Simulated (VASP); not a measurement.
**Ca: single point with PBE**

The system is Ca.

```
Ca
1.0
     2.91511    0.00000    0.00000
    -1.45756    2.52456    0.00000
     0.00000    0.00000    4.75628
Ca
2
Direct
  0.33333 0.66667 0.25000
  0.66667 0.33333 0.75000
```

This isn't the form of Ca at room conditions, which is fcc.

- Program: VASP 6.6.1
- Task: single point
- Functional: PBE
- Potentials or basis: VASP PAW PBE potentials, release 64 (Ca_sv)
- Cutoff: 520 eV
- k mesh: 15 × 15 × 8
- Occupations: fermi-dirac, width 0.1 eV
- Spin: no spin polarisation
- Dipole correction: no
- Further INCAR settings: ALGO = Normal; EDIFF = 1e-07; NBANDS = 17

* Pressure: 51.3 GPa
* Band gap on the k mesh: zero (bands 10 and 11 overlap by 1.29 eV)

Levels at points of the mesh, in eV from the Fermi level:
| k point | band 8 | band 9 | band 10 | band 11 | band 12 | band 13 |
| --- | --- | --- | --- | --- | --- | --- |
| (0.00, 0.00, 0.00) | -20.63 | -4.41 | -1.46 | 2.95 | 3.25 | 3.25 |
| (0.00, 0.00, 0.50) | -20.76 | -2.39 | -2.39 | 2.04 | 2.04 | 3.21 |

It took 56 s on 1 thread of Intel(R) Xeon(R) Platinum 8375C CPU @ 2.90GHz (Ice Lake) (shared host), peak memory 0.19 GiB.

Caveat: the cell stands under pressure.
